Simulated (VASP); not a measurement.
Write the native input for VASP 6.6.1 that does the following.

```
Task                   : single point
Functional             : PBE exchange alone
Potentials or basis    : VASP PAW PBE potentials, release 64 (Ag)
Cutoff                 : 520 eV
k mesh                 : 11 × 11 × 11
Occupations            : fermi-dirac, width 0.05 eV
Spin                   : no spin polarisation
Dipole correction      : no
Further INCAR settings : ALGO = Fast; EDIFF = 1e-07; NBANDS = 12
```

The structure of Ag lies in POSCAR:

```
Ag
1.0
    0.0000000000      2.0427500000      2.0427500000
    2.0427500000      0.0000000000      2.0427500000
    2.0427500000      2.0427500000      0.0000000000
Ag
1
Direct
    0.0000000000      0.0000000000      0.0000000000
```

These files were run (other wordings do the same):

INCAR

```
PREC = Accurate ; ENCUT = 520
EDIFF = 1E-7 ; ISMEAR = -1
SIGMA = 0.05 ; LREAL = F
LASPH = T ; NELM = 100
ALGO = Fast ; ISIF = 2
LWAVE = F ; LCHARG = F
GGA = PE ; ALDAC = 0.0
AGGAC = 0.0 ; NBANDS = 12
```

KPOINTS

```
Automatic mesh
0
Gamma
  11 11 11
```

Potentials or basis: VASP PAW PBE potentials, release 64 (Ag).

Command:

```console
$ cat potpaw_PBE.64/Ag/POTCAR > POTCAR
$ mpirun -np 1 vasp_std > vasp.out
```

Results of the run:

| Quantity | Value |
| --- | --- |
| Pressure | 23.1 GPa |

It took 7.1 s on 1 thread of Intel Xeon 6975P-C, on a shared host, peak memory 0.14 GiB.
